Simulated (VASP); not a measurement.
# CsH (Fm-3m) in VASP: further runs

CsH is run at these levels: r2SCAN; tasks: relaxation of cell and atoms.

Everything below comes from runs of VASP 6.6.1. Logs are shortened: lines on timing, memory, paths and dates and some standing lists are left out, and cuts for length are marked.

### 1 The cell of the first run

Symmetry: Fm-3m, No. 225, cubic system. Conventional cell: a = 5.269 Å, b = 5.269 Å, c = 5.269 Å, α = 90.00°, β = 90.00°, γ = 90.00°. Within 3.5 Å of Cs (site symmetry m-3m) lie 6 H at 2.63 Å. Within 3.5 Å of H (site symmetry m-3m) lie 6 Cs at 2.63 Å.

### 2 Relaxation of cell and atoms, r2SCAN, target pressure 25 GPa, at which the enthalpy is minimised

POSCAR

```
CsH
1.0
    0.0000000000      2.6347430712      2.6347430712
    2.6347430712      0.0000000000      2.6347430712
    2.6347430712      2.6347430712      0.0000000000
Cs H
1 1
Direct
    0.0000000000      0.0000000000      0.0000000000
    0.5000000000      0.5000000000      0.5000000000
```

INCAR.step1

```
ALGO = Normal
EDIFF = 1E-4
ENCUT = 600
GGA = PE
ISMEAR = 0
LASPH = True
LCHARG = False
LREAL = False
LWAVE = True
NELM = 100
PREC = Accurate
SIGMA = 0.02
```

INCAR.step2

```
ALGO = Normal
EDIFF = 1E-6
EDIFFG = -0.008
ENCUT = 600
IBRION = 2
ISIF = 3
ISMEAR = 0
ISTART = 1
LASPH = True
LCHARG = False
LMIXTAU = True
LREAL = False
LWAVE = False
METAGGA = R2SCAN
NELM = 100
NSW = 70
PREC = Accurate
PSTRESS = 250.0
SIGMA = 0.02
```

KPOINTS

```
k-points
0
Gamma
  10 10 10
```

Potentials or basis: VASP PAW PBE potentials, release 64 (Cs_sv, H).

On the command line:

```console
cat potpaw_PBE.64/Cs_sv/POTCAR potpaw_PBE.64/H/POTCAR > POTCAR
cp INCAR.step1 INCAR
mpirun -np 1 vasp_std > vasp.out
cp INCAR.step2 INCAR
mpirun -np 1 vasp_std > vasp.out
```

OUTCAR:

```text
EDIFF = 1E-6
   EDIFFG = -0.008
   ENCUT = 600
   IBRION = 2
   ISIF = 3
   ISMEAR = 0
   ISTART = 1
   LASPH = True
   LREAL = False
   METAGGA = R2SCAN
   NELM = 100
   NSW = 70
   PREC = Accurate
   PSTRESS = 250.0

 ion  position               nearest neighbor table
   1  0.000  0.000  0.000-
   2  0.500  0.500  0.500-

  LATTYP: Found a face centered cubic cell.
 ALAT       =     5.2694861424

  Lattice vectors:

 A1 = (   0.0000000000,   2.6347430712,   2.6347430712)
 A2 = (   2.6347430712,   0.0000000000,   2.6347430712)
 A3 = (   2.6347430712,   2.6347430712,   0.0000000000)

Analysis of symmetry for initial positions (statically):
=====================================================================
 Subroutine PRICEL returns:
 Original cell was already a primitive cell.

 Routine SETGRP: Setting up the symmetry group for a
 face centered cubic supercell.

 Subroutine GETGRP returns: Found 48 space group operations
 (whereof 48 operations were pure point group operations)
 out of a pool of 48 trial point group operations.

The static configuration has the point symmetry O_h .

Analysis of symmetry for dynamics (positions and initial velocities):
=====================================================================
 Subroutine PRICEL returns:
 Original cell was already a primitive cell.

 Routine SETGRP: Setting up the symmetry group for a
 face centered cubic supercell.

 Subroutine GETGRP returns: Found 48 space group operations
 (whereof 48 operations were pure point group operations)
 out of a pool of 48 trial point group operations.

The dynamic configuration has the point symmetry O_h .

 Subroutine INISYM returns: Found 48 space group operations
 (whereof 48 operations are pure point group operations),
 and found     1 'primitive' translations

----------------------------------------------------------------------------------------

                                     Primitive cell

  volume of cell :      36.5801

  direct lattice vectors                    reciprocal lattice vectors
     0.000000000  2.634743071  2.634743071    -0.189771825  0.189771825  0.189771825
     2.634743071  0.000000000  2.634743071     0.189771825 -0.189771825  0.189771825
     2.634743071  2.634743071  0.000000000     0.189771825  0.189771825 -0.189771825

  length of vectors
     3.726089385  3.726089385  3.726089385     0.328694442  0.328694442  0.328694442

  position of ions in fractional coordinates (direct lattice)
     0.000000000  0.000000000  0.000000000
     0.500000000  0.500000000  0.500000000

  ion indices of the primitive-cell ions
   primitive index   ion index
                 1           1
                 2           2

----------------------------------------------------------------------------------------

 KPOINTS: k-points

Automatic generation of k-mesh.
 Grid dimensions read from file:
 generate k-points for:   10   10   10

 Generating k-lattice:

  Cartesian coordinates                     Fractional coordinates (reciprocal lattice)
    -0.018977182  0.018977182  0.018977182     0.100000000  0.000000000  0.000000000
     0.018977182 -0.018977182  0.018977182     0.000000000  0.100000000  0.000000000
     0.018977182  0.018977182 -0.018977182     0.000000000  0.000000000  0.100000000

  Length of vectors
     0.032869444  0.032869444  0.032869444

  Shift w.r.t. Gamma in fractional coordinates (k-lattice)
     0.000000000  0.000000000  0.000000000

 Subroutine IBZKPT returns following result:
 ===========================================

 Found     47 irreducible k-points:

 Following reciprocal coordinates:
            Coordinates               Weight
  0.000000  0.000000  0.000000      1.000000
  0.100000  0.000000  0.000000      8.000000
  0.200000  0.000000  0.000000      8.000000
  0.300000  0.000000  0.000000      8.000000
  0.400000  0.000000  0.000000      8.000000
  0.500000  0.000000  0.000000      4.000000
[... 16 lines left out ...]
  0.300000  0.300000  0.000000      6.000000
  0.400000  0.300000  0.000000     24.000000
 [... further k-points ...]
   k-points           NKPTS =     47   k-points in BZ     NKDIM =     47   number of bands    NBANDS=      9
   number of dos      NEDOS =    301   number of ions     NIONS =      2
   total plane-waves  NPLWV =  27000
   dimension x,y,z NGX =    30 NGY =   30 NGZ =   30
   dimension x,y,z NGXF=    60 NGYF=   60 NGZF=   60
   ions per type =               1   1
   NGX,Y,Z   is equivalent  to a cutoff of  13.39, 13.39, 13.39 a.u.
   NGXF,Y,Z  is equivalent  to a cutoff of  26.77, 26.77, 26.77 a.u.
 SYSTEM =  unknown system
   PREC   = accura    normal or accurate (medium, high low for compatibility)
   ISTART =      1    job   : 0-new  1-cont  2-samecut
   ICHARG =      0    charge: 1-file 2-atom 10-const
   ISPIN  =      1    spin polarized calculation?
   LNONCOLLINEAR =      F non collinear calculations
   LSORBIT =      F    spin-orbit coupling
   LASPH  =      T    aspherical Exc in radial PAW
   ENCUT  =  600.0 eV  44.10 Ry    6.64 a.u.   7.44  7.44  7.44*2*pi/ulx,y,z
   NELM   =    100;   NELMIN=  2; NELMDL=  0     # of ELM steps
   EDIFF  = 0.1E-05   stopping-criterion for ELM
   LREAL  =      F    real-space projection
   EDIFFG = -.8E-02   stopping-criterion for IOM
   NSW    =     70    number of steps for IOM
   IBRION =      2    ionic relax: 0-MD 1-quasi-New 2-CG
   NFREE  =      1    steps in history (QN), initial steepest desc. (CG)
   ISIF   =      3    stress and relaxation
   ISYM   =      2    0-nonsym 1-usesym 2-fastsym
   POTIM  = 0.5000    time-step for ionic-motion
   TEBEG  =    0.0;   TEEND  =   0.0 temperature during run
   PSTRESS=  250.0 pullay stress
   NELECT =      10.0000    total number of electrons
   NUPDOWN=      -1.0000    fix difference up-down
   EMIN   =  10.00;   EMAX   =-10.00  energy-range for DOS
   EFERMI =   0.00;   METHOD = LEGACY
   ISMEAR =     0;   SIGMA  =   0.02  broadening in eV -4-tet -1-fermi 0-gaus
   EFERMI_NEDOS =   21; number of points for ismear=-14 and -15
   IALGO  =     38    algorithm
   IMIX   =      4    mixing-type and parameters
     AMIX     =   0.40;   BMIX     =  1.00
     AMIX_MAG =   1.60;   BMIX_MAG =  1.00
  volume/ion in A,a.u.               =      18.29       123.43
  Fermi-wavevector in a.u.,A,eV,Ry     =   1.062494  2.007823 15.359534  1.128894
  Thomas-Fermi vector in A             =   2.197947
   LORBIT       =      0    0 simple, 1 ext, 2 COOP (PROOUT), +10 PAW based schemes
   METAGGA = R2SCAN    functional components
   LHFCALC =     F    Hartree Fock is set to
   AEXX    =    0.0000 exact exchange contribution
   IVDW    =     0    specifies the selected vdW correction
   LEPSILON=     F    determine dielectric tensor
   LRPA    =     F    only Hartree local field effects (RPA)
 conjugate gradient relaxation of ions
 non-spin polarized calculation
 Gauss-broadening in eV      SIGMA  =   0.02
  energy-cutoff  :      600.00
  volume of cell :       36.58
 maximum number of plane-waves:      1243
 NGX is ok and might be reduce to    30
   NGX = 15   NGY = 15   NGZ = 15

--------------------------------------- Ionic step        1  -------------------------------------------

 number of electron      10.0000000 magnetization

 Free energy of the ion-electron system (eV)
  ---------------------------------------------------
  ext. energy  EPLUGINS =         0.00000000
  ---------------------------------------------------
  free energy    TOTEN  =       -28.03423720 eV

  energy without entropy =      -28.03423720  energy(sigma->0) =      -28.03423720

------------------------ aborting loop because EDIFF is reached ----------------------------------------

  FORCE on cell =-STRESS in cart. coord.  units (eV):
  Direction    XX          YY          ZZ          XY          YZ          ZX
  --------------------------------------------------------------------------------------
  -------------------------------------------------------------------------------------
  Total        3.9072047      3.9072047      3.9072047      0.0000000      0.0000000      0.0000000
  in kB      171.1322825    171.1322825    171.1322825      0.0000000      0.0000000      0.0000000
  external PRESSURE =     -78.8677175 kB  Pullay stress =     250.0000000 kB
[... 61 lines left out ...]
  enthalpy is  TOTEN    =       -22.4162596372 eV   P V=        4.9959535623

--------------------------------------- Ionic step        3  -------------------------------------------

 number of electron       9.9999999 magnetization

 Free energy of the ion-electron system (eV)
  ---------------------------------------------------
  ext. energy  EPLUGINS =         0.00000000
  ---------------------------------------------------
  free energy    TOTEN  =       -27.55676828 eV

  energy without entropy =      -27.55676828  energy(sigma->0) =      -27.55676828

 E-fermi :   4.9940     XC(G=0): -10.7160

 val. band max:        4.8937374142   @ k =   0.5000   0.0000   0.0000
 cond. band min:       5.8094875301   @ k =   0.5000   0.5000   0.0000
 fundamental gap:      0.9157501159
 Fermi energy:         4.9939618440

 k-point     1 :       0.0000    0.0000    0.0000
  band No.  band energies     occupation
      1     -19.1734      2.00000
      2      -3.2063      2.00000
      3      -3.2063      2.00000
      4      -3.2063      2.00000
      5       1.9432      2.00000
      6       9.7609      0.00000
      7       9.7609      0.00000
      8       9.7609      0.00000
      9      13.3822      0.00000
[... 265 lines left out ...]
 k-point    24 :       0.4000    0.3000    0.0000
  band No.  band energies     occupation
      1     -18.2338      2.00000
      2      -6.3724      2.00000
      3      -4.5524      2.00000
      4      -4.3527      2.00000
      5       1.7141      2.00000
      6       6.6062      0.00000
      7      11.9939      0.00000
      8      13.0306      0.00000
      9      14.0454      0.00000

 [... further k-points ...]
[... 5 lines left out ...]
  --------------------------------------------------------------------------------------
  -------------------------------------------------------------------------------------
  Total        5.1395668      5.1395668      5.1395668      0.0000000      0.0000000      0.0000000
  in kB      250.2869816    250.2869816    250.2869816      0.0000000      0.0000000      0.0000000
  external PRESSURE =       0.2869816 kB  Pullay stress =     250.0000000 kB
[... 17 lines left out ...]
  FREE ENERGIE OF THE ION-ELECTRON SYSTEM (eV)
  ---------------------------------------------------
  free  energy   TOTEN  =       -27.5567682848 eV

  energy  without entropy=      -27.5567682848  energy(sigma->0) =      -27.55676828

  enthalpy is  TOTEN    =       -22.4230946036 eV   P V=        5.1336736812

 reached required accuracy - stopping structural energy minimisation
```

Run time: 5.3 min. Hardware: 1 thread of Oxide Virtual Turin-like, shared host; peak memory 0.16 GiB.

What came out:

```yaml
Free_energy: -27.5568 eV
Relaxed_volume: 16.45 Å³/atom
Relaxed_cell: a = 3.597 Å, b = 3.597 Å, c = 3.597 Å, α = 60.00°, β = 60.00°, γ = 60.00°
Space_group_after_relaxing_to_0.1_Å: Fm-3m (No. 225)
Energy_change_on_relaxing_the_run_minimises_the_enthalpy: +238.7 meV/atom
Ionic_steps: 3
Pressure_after_relaxing: 25.0 GPa
Band_gap_on_the_k_mesh: 0.92 eV (least direct gap 1.24 eV)
```

Step by step:
| step | energy change (eV) | largest force (eV/Å) | pressure (GPa) | volume (Å³) |
| --- | --- | --- | --- | --- |
| 1 | 0.0000 | 0.0000 | 17.11 | 36.58 |
| 2 | 0.6220 | 0.0000 | 27.49 | 32.02 |
| 3 | 0.4775 | 0.0000 | 25.03 | 32.90 |

Final structure:
```
Cs H
1.0
     0.00000    2.54325    2.54325
     2.54325    0.00000    2.54325
     2.54325    2.54325    0.00000
Cs H
1 1
Cartesian
  0.0000 0.0000 0.0000
  2.5433 2.5433 2.5433
```

Caveat: the cell is relaxed towards a set pressure, so the run minimises the enthalpy, not the energy; the PAW data sets were made with another functional, which shifts forces and pressure a little; spin-orbit coupling is left out, which moves the levels of the heavy elements. A k mesh can miss the band edges.

### 3 Relaxation of cell and atoms, r2SCAN, target pressure 90 GPa, at which the enthalpy is minimised

This run uses another cell than the first one, of 12.10 Å³/atom.

POSCAR

```
CsH
1.0
    0.0000000000      2.2960553560      2.2960553560
    2.2960553560      0.0000000000      2.2960553560
    2.2960553560      2.2960553560      0.0000000000
Cs H
1 1
Direct
    0.0000000000      0.0000000000      0.0000000000
    0.5000000000      0.5000000000      0.5000000000
```

INCAR.step1

```
PREC     = Accurate       # precision mode
ENCUT    = 600            # plane-wave cutoff, eV
ISMEAR   = 0              # smearing method
SIGMA    = 0.1            # smearing width, eV
LREAL    = False          # projectors in reciprocal space
LASPH    = True           # aspherical terms in the spheres
NELM     = 80             # most SCF steps
GGA      = PE             # functional
ALGO     = Normal         # electronic algorithm
EDIFF    = 1E-4           # SCF threshold, eV
LWAVE    = True           # write WAVECAR
LCHARG   = False          # write CHGCAR
```

INCAR.step2

```
PREC     = Accurate       # precision mode
ENCUT    = 600            # plane-wave cutoff, eV
EDIFF    = 1E-7           # SCF threshold, eV
ISMEAR   = 0              # smearing method
SIGMA    = 0.1            # smearing width, eV
LREAL    = False          # projectors in reciprocal space
LASPH    = True           # aspherical terms in the spheres
NELM     = 80             # most SCF steps
ALGO     = Normal         # electronic algorithm
ISIF     = 3              # what is computed and relaxed
LWAVE    = False          # write WAVECAR
LCHARG   = False          # write CHGCAR
METAGGA  = R2SCAN         # meta-GGA
LMIXTAU  = True         
IBRION   = 2              # ionic algorithm
NSW      = 70             # ionic steps
EDIFFG   = -0.008         # ionic threshold
PSTRESS  = 900.0        
ISTART   = 1
```

KPOINTS

```
Automatic mesh
0
Gamma
  16 16 16
```

Potentials or basis: VASP PAW PBE potentials, release 64 (Cs_sv, H).

On the command line:

```console
cat potpaw_PBE.64/Cs_sv/POTCAR potpaw_PBE.64/H/POTCAR > POTCAR
cp INCAR.step1 INCAR
mpirun -np 1 vasp_std > vasp.out
cp INCAR.step2 INCAR
mpirun -np 1 vasp_std > vasp.out
```

Run time: 32 min. Hardware: 1 thread of Oxide Virtual Turin-like, shared host; peak memory 0.18 GiB.

Results (log left out):

- Free energy: -24.2798 eV
- Relaxed volume: 11.14 Å³/atom
- Relaxed cell: a = 3.158 Å, b = 3.158 Å, c = 3.158 Å, α = 60.00°, β = 60.00°, γ = 60.00°
- Space group after relaxing (to 0.1 Å): Fm-3m (No. 225)
- Energy change on relaxing (the run minimises the enthalpy): +479.2 meV/atom
- Ionic steps: 7
- Pressure after relaxing: 90.0 GPa
- Band gap on the k mesh: zero (bands 5 and 6 overlap by 1.20 eV)

Step by step:
```tsv
step	energy change (eV)	largest force (eV/Å)	pressure (GPa)	volume (Å³)
1	0.0000	0.0000	69.41	24.21
2	3.1749	0.0000	143.60	19.16
3	0.9074	0.0000	88.88	22.36
4	0.9522	0.0000	89.87	22.28
5	0.9732	0.0000	90.34	22.24
6	0.9358	0.0000	89.51	22.31
7	0.9584	0.0000	90.01	22.27
```

Final structure:
```yaml
crystal:
  lattice:
    - [0.00000, 2.23305, 2.23305]
    - [2.23305, 0.00000, 2.23305]
    - [2.23305, 2.23305, 0.00000]
  atoms:
    - { symbol: Cs, position: [0.00000, 0.00000, 0.00000] }
    - { symbol: H, position: [0.50000, 0.50000, 0.50000] }
```

Levels at points of the mesh, in eV from the Fermi level:
```csv
k point,band 2,band 3,band 4,band 5,band 6,band 7,band 8,band 9
"(0.00, 0.00, 0.00)",-6.72,-6.72,-6.72,-1.85,4.94,4.94,4.94,9.47
"(0.50, 0.00, 0.00)",-15.70,-7.76,-7.76,0.54,1.43,3.72,3.72,14.12
"(0.50, 0.50, 0.00)",-14.23,-9.97,-9.97,-6.59,-0.66,14.91,16.20,16.27
```

Caveat: the cell is relaxed towards a set pressure, so the run minimises the enthalpy, not the energy; the PAW data sets were made with another functional, which shifts forces and pressure a little; spin-orbit coupling is left out, which moves the levels of the heavy elements.

The gap in the log of VASP goes by the Fermi energy; the results here count the filled bands.